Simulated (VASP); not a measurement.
Set up this calculation in VASP 6.6.1, as the native input.

```yaml
Task: single point
Functional: LDA
Potentials_or_basis: VASP PAW LDA potentials, release 64 (Hg, Te)
Cutoff: 520 eV
k_mesh: 8 × 8 × 8
Occupations: fermi-dirac, width 0.05 eV
Spin: no spin polarisation
Dipole_correction: no
Further_INCAR_settings: ALGO = Normal; EDIFF = 1e-07; NBANDS = 16
```

The structure of HgTe lies in POSCAR:

```
HgTe
1.0
   -3.0456030000      3.0456030000      1.5594100000
    3.0456030000     -3.0456030000      1.5594100000
    3.0456030000      3.0456030000     -1.5594100000
Hg Te
1 1
Direct
    0.2500000000      0.7500000000      0.5000000000
    0.0000000000      0.0000000000      0.0000000000
```

The input as run:

INCAR

```
SYSTEM = HgTe
ALGO = Normal
EDIFF = 1E-7
ENCUT = 520
ISIF = 2
ISMEAR = -1
LASPH = .TRUE.
LCHARG = .FALSE.
LREAL = .FALSE.
LWAVE = .FALSE.
NBANDS = 16
NELM = 80
PREC = Accurate
SIGMA = 0.05
```

KPOINTS

```
k-points
0
G
  8 8 8
  0 0 0
```

Potentials or basis: VASP PAW LDA potentials, release 64 (Hg, Te).

Launch:

```console
$ cat potpaw_LDA.64/Hg/POTCAR potpaw_LDA.64/Te/POTCAR > POTCAR
$ mpirun -np 1 vasp_std > vasp.out
```

It gave:

| Item | Value |
| --- | --- |
| Pressure | -5.1 GPa |
| Band gap on the k mesh | zero (band 9 reaches 5.69 eV, above the bottom of band 10 at 2.74 eV) |

Caveat: spin-orbit coupling is left out, which moves the levels of the heavy elements.

Run time: 75 s on 1 thread of Intel Xeon 8259CL (shared host), peak memory 0.21 GiB.
